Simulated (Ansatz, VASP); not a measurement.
**Two plane-wave programs on ZnSbO**

```
CELL_PARAMETERS angstrom
3.24218 0.00000 0.00000
-1.62109 2.80781 0.00000
0.00000 0.00000 7.89653
ATOMIC_POSITIONS crystal
Zn 0.00000 0.00000 0.00000
Sb 0.66667 0.33333 0.50000
O 0.33333 0.66667 0.00000
```

Change from the starting cell: species swapped into the DyHSe type (P-6m2, No. 187).

Alike in both runs: functional PBE; k mesh 18 × 18 × 6; occupations gaussian, width 0.1 eV; no spin polarisation.

Ansatz relaxed the structure, and its values are those at the end. VASP's run is a single point on that final structure, the one shown.

|  | VASP | Ansatz |
| --- | --- | --- |
| version | VASP 6.6.1 | Ansatz 0.2.0 |
| potentials or method | VASP PAW PBE potentials, release 64 (Zn, Sb, O), cutoff 520 eV | scalar-relativistic, plane waves, PAW |
| valence electrons in the cell | 23 | 33 |

```tsv
	VASP	Ansatz	Ansatz less VASP
gap on the k mesh at the Fermi level (eV)	none	none	-
pressure (GPa)	0.4	0.0	-0.38
```

A gap of «none» marks a metal or a gap that the smearing closes. The functional is the same, so the differences come from potentials, cutoffs and numerics. VASP's potentials hold 23 valence electrons a cell and Ansatz's 33, so a difference there can come from the potentials and not from the codes.

Neither program's run includes spin-orbit coupling.
